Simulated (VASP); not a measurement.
Set up this calculation in VASP 6.6.1, as the native input.

```
Task                   : single point
Functional             : LDA
Potentials or basis    : VASP PAW LDA potentials, release 64 (C)
Cutoff                 : 520 eV
k mesh                 : 12 × 12 × 12
Occupations            : gaussian, width 0.05 eV
Spin                   : no spin polarisation
Dipole correction      : no
Further INCAR settings : ALGO = Normal; EDIFF = 1e-06; NBANDS = 11
```

The structure of C lies in POSCAR:

```
C
1.0
    0.0000000000      1.7631689564      1.6009574124
    1.7631689564      0.0000000000      1.6009574124
    1.7631689564      1.7631689564      0.0000000000
C
2
Direct
    0.5000000000      0.5000000000      0.5000000000
    0.7500000000      0.7500000000      0.7500000000
```

This cell differs from its parent crystal: volume 4.977 Å^3 an atom, c/a of the conventional cell 0.9080.

The input as run:

INCAR

```
  PREC = Accurate
  ENCUT = 520
  EDIFF = 1E-6
  ISMEAR = 0
  SIGMA = 0.05
  LREAL = False
  LASPH = True
  NELM = 60
  ALGO = Normal
  ISIF = 2
  LWAVE = False
  LCHARG = False
  NBANDS = 11
```

KPOINTS

```
Automatic mesh
0
Gamma
  12 12 12
```

Potentials or basis: VASP PAW LDA potentials, release 64 (C).

The run is started by

```console
$ cat potpaw_LDA.64/C/POTCAR > POTCAR
$ mpirun -np 1 vasp_std > vasp.out
```

Results of the run:

The pressure is 58.7 GPa and the band gap on the k mesh is 1.87 eV, indirect (least direct gap 4.23 eV).

Run time: 9.5 s on 1 thread of Intel Xeon 6975P-C (shared host), peak memory 0.12 GiB.
